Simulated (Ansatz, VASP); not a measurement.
## AlAu2 in VASP and in Ansatz

```xyz
3
Lattice="-1.6523 1.6523 4.3287 1.6523 -1.6523 4.3287 1.6523 1.6523 -4.3287" Properties=species:S:1:pos:R:3 pbc="T T T"
Al    0.0000    0.0000    0.0000
Au    0.0000    0.0000    5.7883
Au    0.0000    0.0000    2.8691
```

Alike in both runs: task single point; functional LDA; k mesh 16 × 16 × 16; occupations gaussian, width 0.15 eV; no spin polarisation.

|  | VASP | Ansatz |
| --- | --- | --- |
| version | VASP 6.6.1 | Ansatz 0.2.0 |
| potentials or method | VASP PAW LDA potentials, release 64 (Al, Au), cutoff 520 eV | scalar-relativistic, plane waves, PAW |
| valence electrons in the cell | 25 | 41 |

Ansatz gave:

* gap on the k mesh at the Fermi level (eV): none
* pressure (GPa): 1.6
* traceless stress, the component that is largest in VASP (GPa): -5.34
* rms of the force components (eV/Å): 0.706

Task: Which values does VASP return?

Result: gap on the k mesh at the Fermi level (eV): none; pressure (GPa): 2.0; traceless stress, the component that is largest in VASP (GPa): -5.23; rms of the force components (eV/Å): 0.707.

LDA's correlation is that of Perdew and Zunger in VASP and of Perdew and Wang (1992) in Ansatz. Atom by atom the forces differ by 0.001 eV/Å (rms over components). A gap of «none» marks a metal or a gap that the smearing closes. VASP's potentials hold 25 valence electrons a cell and Ansatz's 41, so a difference there can come from the potentials and not from the codes.

Spin-orbit coupling is off throughout.
